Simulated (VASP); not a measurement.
# Rh (Fm-3m) in VASP: notebook, part 2 of 2

VASP 6.6.1. Earlier steps stand in the parts before.

### Step 4. Single point, LDA

This run uses another cell than the first one, of 13.27 Å³/atom.

Input file INCAR:

```
SYSTEM = Rh
PREC = Accurate ; ENCUT = 520
EDIFF = 1E-6 ; ISMEAR = -1
SIGMA = 0.15 ; LREAL = .FALSE.
LASPH = .TRUE. ; NELM = 80
ALGO = Normal ; ISIF = 2
LWAVE = .FALSE. ; LCHARG = .TRUE.
LELF = .TRUE. ; LVHAR = .TRUE.
NBANDS = 14
```

Input file KPOINTS:

```
Automatic mesh
0
G
  20 20 20
  0 0 0
```

Input file POSCAR:

```
Rh
1.0
    0.0000000000      1.8789299585      1.8789299585
    1.8789299585      0.0000000000      1.8789299585
    1.8789299585      1.8789299585      0.0000000000
Rh
1
Direct
    0.0000000000      0.0000000000      0.0000000000
```

Potentials or basis: VASP PAW LDA potentials, release 64 (Rh_pv).

Command:

```
> cat potpaw_LDA.64/Rh_pv/POTCAR > POTCAR
> mpirun -np 1 vasp_std > vasp.out
```

OUTCAR:

```text
SYSTEM = Rh
   PREC = Accurate
   ENCUT = 520
   EDIFF = 1E-6
   ISMEAR = -1
   LREAL = .FALSE.
   LASPH = .TRUE.
   NELM = 80
   ISIF = 2

 ion  position               nearest neighbor table
   1  0.000  0.000  0.000-

  LATTYP: Found a face centered cubic cell.
 ALAT       =     3.7578599170

  Lattice vectors:

 A1 = (   0.0000000000,   1.8789299585,   1.8789299585)
 A2 = (   1.8789299585,   0.0000000000,   1.8789299585)
 A3 = (   1.8789299585,   1.8789299585,   0.0000000000)

Analysis of symmetry for initial positions (statically):
=====================================================================
 Subroutine PRICEL returns:
 Original cell was already a primitive cell.

 Routine SETGRP: Setting up the symmetry group for a
 face centered cubic supercell.

 Subroutine GETGRP returns: Found 48 space group operations
 (whereof 48 operations were pure point group operations)
 out of a pool of 48 trial point group operations.

The static configuration has the point symmetry O_h .

Analysis of symmetry for dynamics (positions and initial velocities):
=====================================================================
 Subroutine PRICEL returns:
 Original cell was already a primitive cell.

[... 167 lines left out ...]
      7       9.1027      2.00000
      8      11.3494      1.99780
      9      11.3494      1.99780
     10      28.2971      0.00000
     11      32.6453      0.00000
     12      33.9062      0.00000
     13      33.9062      0.00000
     14      33.9062      0.00000
[... 377 lines left out ...]
      1     -34.5397      2.00000
      2     -33.9550      2.00000
      3     -33.9269      2.00000
      4       6.1434      2.00000
      5       9.1729      2.00000
      6       9.2630      2.00000
      7      10.6643      1.99998
      8      12.1854      1.55066
      9      12.9791      0.03418
     10      24.0701      0.00000
     11      28.8031      0.00000
     12      32.6462      0.00000
     13      34.4022      0.00000
     14      36.0050      0.00000

 [... further k-points ...]

------------------------ aborting loop because EDIFF is reached ----------------------------------------

  FORCE on cell =-STRESS in cart. coord.  units (eV):
  Direction    XX          YY          ZZ          XY          YZ          ZX
  --------------------------------------------------------------------------------------
  -------------------------------------------------------------------------------------
  Total        0.0673649      0.0673649      0.0673649      0.0000000      0.0000000     -0.0000000
  in kB        8.1354611      8.1354611      8.1354611      0.0000000      0.0000000     -0.0000000
  external PRESSURE =       8.1354611 kB  Pullay stress =       0.0000000 kB

 VOLUME and BASIS-vectors are now :
 -----------------------------------------------------------------------------
  energy-cutoff  :      520.00
  volume of cell :       13.27
      direct lattice vectors                 reciprocal lattice vectors
     0.000000000  1.878929959  1.878929959    -0.266108908  0.266108908  0.266108908
     1.878929959  0.000000000  1.878929959     0.266108908 -0.266108908  0.266108908
     1.878929959  1.878929959  0.000000000     0.266108908  0.266108908 -0.266108908

 POSITION                                       TOTAL-FORCE (eV/Angst)
 -----------------------------------------------------------------------------------
      0.00000      0.00000      0.00000        -0.000000      0.000000     -0.000000
 -----------------------------------------------------------------------------------
    total drift:                                0.000000      0.000000      0.000000

  FREE ENERGIE OF THE ION-ELECTRON SYSTEM (eV)
  ---------------------------------------------------
  free  energy   TOTEN  =        -8.7300442203 eV

  energy  without entropy=       -8.6349580136  energy(sigma->0) =       -8.68250112
```

stdout:

```text
POSCAR found type information on POSCAR Rh
 POSCAR found :  1 types and       1 ions
 scaLAPACK will be used
 LDA part: xc-table for (Slater(with rela. corr.)+CA(PZ))
 , standard interpolation
 POSCAR, INCAR and KPOINTS ok, starting setup
 FFT: planning ... GRIDC
 FFT: planning ... GRID_SOFT
 FFT: planning ... GRID
 WAVECAR not read
 entering main loop
```

Run time: 49 s. Hardware: 1 thread of Intel Xeon 8259CL, shared host; peak memory 0.15 GiB.

What came out:

```
Free energy            : -8.7300 eV
Pressure               : 0.8 GPa
Band gap on the k mesh : zero (an odd number of electrons rules out a gap without spin polarisation)
```

### Step 5. Relaxation of cell and atoms, LDA

This run uses another cell than the first one, of 13.23 Å³/atom.

Input file INCAR:

```
PREC = Accurate ; ENCUT = 600
EDIFF = 1E-6 ; ISMEAR = -1
SIGMA = 0.15 ; LREAL = False
LASPH = True ; NELM = 80
ALGO = Normal ; ISIF = 3
LWAVE = False ; LCHARG = False
GGA = CA ; IBRION = 2
NSW = 80 ; EDIFFG = -0.001
```

Input file KPOINTS:

```
regular mesh
0
Gamma
  20 20 20
```

Input file POSCAR:

```
Rh
1.0
    0.0000000000      1.8770355637      1.8770355637
    1.8770355637      0.0000000000      1.8770355637
    1.8770355637      1.8770355637      0.0000000000
Rh
1
Direct
    0.0000000000      0.0000000000      0.0000000000
```

Potentials or basis: VASP PAW LDA potentials, release 64 (Rh_pv).

Command:

```
> cat potpaw_LDA.64/Rh_pv/POTCAR > POTCAR
> mpirun -np 1 vasp_std > vasp.out
```

OUTCAR:

```text
PREC = Accurate
   ENCUT = 600
   EDIFF = 1E-6
   ISMEAR = -1
   LREAL = False
   LASPH = True
   NELM = 80
   ISIF = 3
   GGA = CA
   IBRION = 2
   NSW = 80
   EDIFFG = -0.001

 ion  position               nearest neighbor table
   1  0.000  0.000  0.000-

  LATTYP: Found a face centered cubic cell.
 ALAT       =     3.7540711274

  Lattice vectors:

 A1 = (   0.0000000000,   1.8770355637,   1.8770355637)
 A2 = (   1.8770355637,   0.0000000000,   1.8770355637)
 A3 = (   1.8770355637,   1.8770355637,   0.0000000000)

Analysis of symmetry for initial positions (statically):
=====================================================================
 Subroutine PRICEL returns:
 Original cell was already a primitive cell.

[... 364 lines left out ...]
      1     -33.8754      2.00000
      2     -33.8754      2.00000
      3     -33.8754      2.00000
      4       4.0617      2.00000
      5       9.0703      2.00000
      6       9.0703      2.00000
      7       9.0703      2.00000
      8      11.3090      1.99775
      9      11.3090      1.99775
     10      28.2565      0.00000
     11      32.6095      0.00000
[... 309 lines left out ...]
 k-point    24 :      -0.3500    0.0500    0.0000
  band No.  band energies     occupation
      1     -34.5742      2.00000
      2     -33.9942      2.00000
      3     -33.9663      2.00000
      4       6.1180      2.00000
      5       9.1406      2.00000
      6       9.2304      2.00000
      7      10.6262      1.99998
      8      12.1425      1.54864
      9      12.9334      0.03459
     10      24.0041      0.00000
     11      28.7564      0.00000

 [... further k-points ...]

------------------------ aborting loop because EDIFF is reached ----------------------------------------

  FORCE on cell =-STRESS in cart. coord.  units (eV):
  Direction    XX          YY          ZZ          XY          YZ          ZX
  --------------------------------------------------------------------------------------
  -------------------------------------------------------------------------------------
  Total       -0.0006095     -0.0006095     -0.0006095      0.0000000      0.0000000      0.0000000
  in kB       -0.0734402     -0.0734402     -0.0734402      0.0000000      0.0000000      0.0000000
  external PRESSURE =      -0.0734402 kB  Pullay stress =       0.0000000 kB
[... 16 lines left out ...]
  FREE ENERGIE OF THE ION-ELECTRON SYSTEM (eV)
  ---------------------------------------------------
  free  energy   TOTEN  =        -8.7298864525 eV

  energy  without entropy=       -8.6344105398  energy(sigma->0) =       -8.68214850

 reached required accuracy - stopping structural energy minimisation
```

It took 4.8 min on 1 thread of Intel Xeon 8259CL, shared host; peak memory 0.18 GiB.

Results:

- Free energy: -8.7299 eV
- Relaxed volume: 13.30 Å³/atom
- Relaxed cell: a = 2.659 Å, b = 2.659 Å, c = 2.659 Å, α = 60.00°, β = 60.00°, γ = 60.00°
- Space group after relaxing (to 0.1 Å): Fm-3m (No. 225)
- Energy gained by relaxing: 0.4 meV/atom
- Ionic steps: 22
- Pressure after relaxing: 0.0 GPa
- Band gap on the k mesh: zero (an odd number of electrons rules out a gap without spin polarisation)

Step by step:
```tsv
step	energy change (eV)	largest force (eV/Å)	pressure (GPa)	volume (Å³)
1	0.0000	0.0000	1.65	13.23
2	0.0023	0.0000	-4.31	13.49
3	-0.0004	0.0000	-0.27	13.30
4	-0.0004	0.0000	0.17	13.29
5	-0.0004	0.0000	0.11	13.29
6	-0.0004	0.0000	0.05	13.29
7	-0.0004	0.0000	0.02	13.30
8	-0.0004	0.0000	0.03	13.30
9	-0.0004	0.0000	0.03	13.30
10	-0.0004	0.0000	0.02	13.30
11	-0.0004	0.0000	0.02	13.30
12	-0.0004	0.0000	0.02	13.30
13	-0.0004	0.0000	0.02	13.30
14	-0.0004	0.0000	0.02	13.30
15	-0.0004	0.0000	0.02	13.30
16	-0.0004	0.0000	0.02	13.30
17	-0.0004	0.0000	0.02	13.30
18	-0.0004	0.0000	0.03	13.30
19	-0.0004	0.0000	-0.03	13.30
20	-0.0004	0.0000	-0.04	13.30
21	-0.0004	0.0000	-0.02	13.30
22	-0.0004	0.0000	-0.01	13.30
```

Final structure:
```
Rh
1.0
     0.00000    1.88034    1.88034
     1.88034    0.00000    1.88034
     1.88034    1.88034    0.00000
Rh
1
Direct
  0.00000 0.00000 0.00000
```

### Step 6. Relaxation of cell and atoms, LDA

This run uses another cell than the first one, of 13.27 Å³/atom.

Input file INCAR:

```
SYSTEM = Rh
PREC = Accurate ; ENCUT = 600
EDIFF = 1E-6 ; ISMEAR = 0
SIGMA = 0.1 ; LREAL = .False.
LASPH = .True. ; NELM = 100
ALGO = Normal ; ISIF = 3
LWAVE = .False. ; LCHARG = .False.
IBRION = 2 ; NSW = 100
EDIFFG = -0.002
```

Input file KPOINTS:

```
Automatic mesh
0
Gamma
  20 20 20
  0 0 0
```

Input file POSCAR:

```
Rh
1.0
    0.0000000000      1.8789959223      1.8789959223
    1.8789959223      0.0000000000      1.8789959223
    1.8789959223      1.8789959223      0.0000000000
Rh
1
Direct
    0.0000000000      0.0000000000      0.0000000000
```

Potentials or basis: VASP PAW LDA potentials, release 64 (Rh_pv).

Command:

```
> cat potpaw_LDA.64/Rh_pv/POTCAR > POTCAR
> mpirun -np 1 vasp_std > vasp.out
```

OUTCAR:

```text
SYSTEM = Rh
   PREC = Accurate
   ENCUT = 600
   EDIFF = 1E-6
   ISMEAR = 0
   LREAL = .False.
   LASPH = .True.
   NELM = 100
   ISIF = 3
   IBRION = 2
   NSW = 100
   EDIFFG = -0.002

 ion  position               nearest neighbor table
   1  0.000  0.000  0.000-

  LATTYP: Found a face centered cubic cell.
 ALAT       =     3.7579918446

  Lattice vectors:

 A1 = (   0.0000000000,   1.8789959223,   1.8789959223)
 A2 = (   1.8789959223,   0.0000000000,   1.8789959223)
 A3 = (   1.8789959223,   1.8789959223,   0.0000000000)

Analysis of symmetry for initial positions (statically):
=====================================================================
 Subroutine PRICEL returns:
 Original cell was already a primitive cell.

 Routine SETGRP: Setting up the symmetry group for a
 face centered cubic supercell.

 Subroutine GETGRP returns: Found 48 space group operations
 (whereof 48 operations were pure point group operations)
 out of a pool of 48 trial point group operations.

The static configuration has the point symmetry O_h .

Analysis of symmetry for dynamics (positions and initial velocities):
=====================================================================
 Subroutine PRICEL returns:
 Original cell was already a primitive cell.

 Routine SETGRP: Setting up the symmetry group for a
 face centered cubic supercell.

 Subroutine GETGRP returns: Found 48 space group operations
 (whereof 48 operations were pure point group operations)
 out of a pool of 48 trial point group operations.

The dynamic configuration has the point symmetry O_h .

 Subroutine INISYM returns: Found 48 space group operations
 (whereof 48 operations are pure point group operations),
 and found     1 'primitive' translations

----------------------------------------------------------------------------------------

[... 129 lines left out ...]

--------------------------------------- Ionic step        1  -------------------------------------------

 number of electron      15.0000001 magnetization

 Free energy of the ion-electron system (eV)
  ---------------------------------------------------
  ext. energy  EPLUGINS =         0.00000000
  ---------------------------------------------------
  free energy    TOTEN  =        -8.68733225 eV

  energy without entropy =       -8.68185481  energy(sigma->0) =       -8.68459353

------------------------ aborting loop because EDIFF is reached ----------------------------------------

  FORCE on cell =-STRESS in cart. coord.  units (eV):
  Direction    XX          YY          ZZ          XY          YZ          ZX
  --------------------------------------------------------------------------------------
  -------------------------------------------------------------------------------------
  Total       -0.0251243     -0.0251243     -0.0251243     -0.0000000     -0.0000000      0.0000000
  in kB       -3.0338674     -3.0338674     -3.0338674     -0.0000000     -0.0000000      0.0000000
  external PRESSURE =      -3.0338674 kB  Pullay stress =       0.0000000 kB
[... 57 lines left out ...]
--------------------------------------- Ionic step        3  -------------------------------------------

 number of electron      15.0000001 magnetization

 Free energy of the ion-electron system (eV)
  ---------------------------------------------------
  ext. energy  EPLUGINS =         0.00000000
  ---------------------------------------------------
  free energy    TOTEN  =        -8.68734327 eV

  energy without entropy =       -8.68187350  energy(sigma->0) =       -8.68460839

 E-fermi :  12.4022     XC(G=0): -14.5851

 val. band max:       12.3913506705   @ k =  -0.3000   0.3000   0.1000
 cond. band min:      12.4050011356   @ k =  -0.3500   0.2500   0.0500
 fundamental gap:      0.0136504650
 Fermi energy:        12.4021507256

 k-point     1 :       0.0000    0.0000    0.0000
  band No.  band energies     occupation
      1     -33.8293      2.00000
      2     -33.8293      2.00000
      3     -33.8293      2.00000
      4       4.0974      2.00000
      5       9.1080      2.00000
      6       9.1080      2.00000
      7       9.1080      2.00000
      8      11.3603      2.00000
      9      11.3603      2.00000
     10      28.3097      0.00000
     11      32.6492      0.00000
[... 309 lines left out ...]
 k-point    24 :      -0.3500    0.0500    0.0000
  band No.  band energies     occupation
      1     -34.5352      2.00000
      2     -33.9492      2.00000
      3     -33.9211      2.00000
      4       6.1487      2.00000
      5       9.1801      2.00000
      6       9.2704      2.00000
      7      10.6757      2.00000
      8      12.1953      1.99655
      9      12.9904      0.00000
     10      24.0908      0.00000
     11      28.8194      0.00000

 [... further k-points ...]

------------------------ aborting loop because EDIFF is reached ----------------------------------------

  FORCE on cell =-STRESS in cart. coord.  units (eV):
  Direction    XX          YY          ZZ          XY          YZ          ZX
  --------------------------------------------------------------------------------------
  -------------------------------------------------------------------------------------
  Total        0.0002996      0.0002996      0.0002996     -0.0000000      0.0000000     -0.0000000
  in kB        0.0362096      0.0362096      0.0362096     -0.0000000      0.0000000     -0.0000000
  external PRESSURE =       0.0362096 kB  Pullay stress =       0.0000000 kB
[... 16 lines left out ...]
  FREE ENERGIE OF THE ION-ELECTRON SYSTEM (eV)
  ---------------------------------------------------
  free  energy   TOTEN  =        -8.6873432745 eV

  energy  without entropy=       -8.6818734988  energy(sigma->0) =       -8.68460839

 reached required accuracy - stopping structural energy minimisation
```

OSZICAR:

```text
N       E                     dE             d eps       ncg     rms          rms(c)
DAV:   1     0.123502994802E+03    0.12350E+03   -0.10112E+04  5638   0.163E+03
DAV:   2    -0.759786422208E+01   -0.13110E+03   -0.12559E+03  5776   0.412E+02
[... 16 lines left out ...]
   2 F= -.86872456E+01 E0= -.86845226E+01  d E =0.866114E-04
       N       E                     dE             d eps       ncg     rms          rms(c)
DAV:   1    -0.868961496284E+01   -0.23692E-02   -0.34233E-02  5932   0.312E+00    0.348E-01
DAV:   2    -0.868736021958E+01    0.22547E-02   -0.55849E-03  5842   0.114E+00    0.590E-02
DAV:   3    -0.868734049587E+01    0.19724E-04   -0.65854E-05  6241   0.111E-01    0.331E-02
DAV:   4    -0.868734334099E+01   -0.28451E-05   -0.16789E-05  5968   0.539E-02    0.224E-03
DAV:   5    -0.868734327454E+01    0.66451E-07   -0.36378E-07  3791   0.985E-03
   3 F= -.86873433E+01 E0= -.86846084E+01  d E =-.110268E-04
```

It took 74 s on 1 thread of Intel Xeon 8259CL, shared host; peak memory 0.17 GiB.

Results:

* Free energy: -8.6873 eV
* Relaxed volume: 13.26 Å³/atom
* Relaxed cell: a = 2.657 Å, b = 2.657 Å, c = 2.657 Å, α = 60.00°, β = 60.00°, γ = 60.00°
* Space group after relaxing (to 0.1 Å): Fm-3m (No. 225)
* Energy gained by relaxing: 0.0 meV/atom
* Ionic steps: 3
* Pressure after relaxing: 0.0 GPa
* Band gap on the k mesh: zero (an odd number of electrons rules out a gap without spin polarisation)

Final structure:
```
Rh
1.0
     0.00000    1.87844    1.87844
     1.87844    0.00000    1.87844
     1.87844    1.87844    0.00000
Rh
1
Cartesian
  0.0000 0.0000 0.0000
```

Levels at points of the mesh, in eV from the Fermi level:
| k point | band 5 | band 6 | band 7 | band 8 | band 9 | band 10 |
| --- | --- | --- | --- | --- | --- | --- |
| (0.00, 0.00, 0.00) | -3.29 | -3.29 | -3.29 | -1.04 | -1.04 | 15.91 |
| (0.50, 0.00, 0.00) | -3.37 | -3.37 | 0.62 | 0.62 | 0.65 | 8.97 |
| (0.50, 0.50, 0.00) | -6.33 | 0.60 | 1.06 | 1.06 | 3.25 | 12.72 |

### Step 7. The runs side by side

```tsv
task	cell	k mesh	cutoff (eV)	smearing	gap on the mesh (eV)	pressure (GPa)	relaxed volume (Å³/atom)
relaxation of cell and atoms	relaxed from a = 2.691 Å, angles 60.0°, 1 atom	8 × 8 × 8	600	gaussian 0.1 eV	none	-0.5	13.31
single point	a = 2.655 Å, angles 60.0°, 1 atom	20 × 20 × 20	520	gaussian 0.1 eV	none	0.8	-
single point	a = 2.657 Å, angles 60.0°, 1 atom	20 × 20 × 20	520	fermi-dirac 0.15 eV	none	0.8	-
relaxation of cell and atoms	relaxed from a = 2.655 Å, angles 60.0°, 1 atom	20 × 20 × 20	600	fermi-dirac 0.15 eV	none	0.0	13.30
relaxation of cell and atoms	relaxed from a = 2.657 Å, angles 60.0°, 1 atom	20 × 20 × 20	600	gaussian 0.1 eV	none	0.0	13.26
```

Alike in all rows: level LDA; potentials or basis VASP PAW LDA potentials, release 64 (Rh_pv); no spin polarisation.

Total energies depend on the potentials used, so only differences within one code and one set of settings carry meaning.
